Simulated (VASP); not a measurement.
A run of VASP 6.6.1:

The input INCAR:

```
PREC = Accurate
ENCUT = 520
EDIFF = 1E-7
ISMEAR = -1
SIGMA = 0.02
LREAL = False
LASPH = True
NELM = 60
ALGO = Normal
ISIF = 2
LWAVE = False
LCHARG = False
NBANDS = 11
```

KPOINTS

```
regular mesh
0
Gamma
  8 8 8
```

Contents of POSCAR:

```
BeS
1.0
    0.0000000000      2.3982292572      2.3982292572
    2.3982292572      0.0000000000      2.3982292572
    2.3982292572      2.3982292572      0.0000000000
Be S
1 1
Direct
    0.0000000000      0.0000000000      0.0000000000
    0.2500000000      0.2500000000      0.2500000000
```

Potentials or basis: VASP PAW LDA potentials, release 64 (Be, S).

The run is started by

```bash
$ cat potpaw_LDA.64/Be/POTCAR potpaw_LDA.64/S/POTCAR > POTCAR
$ mpirun -np 1 vasp_std > vasp.out
```

Hardware: 1 thread of Intel Xeon 8259CL, on a shared host.

Problem. How long does it take, and how much memory?

Solution. Wall time 10 s on 1 thread of Intel Xeon 8259CL, with other jobs on the host, peak memory 0.13 GiB. Counts: scf iterations 12, k points 29.
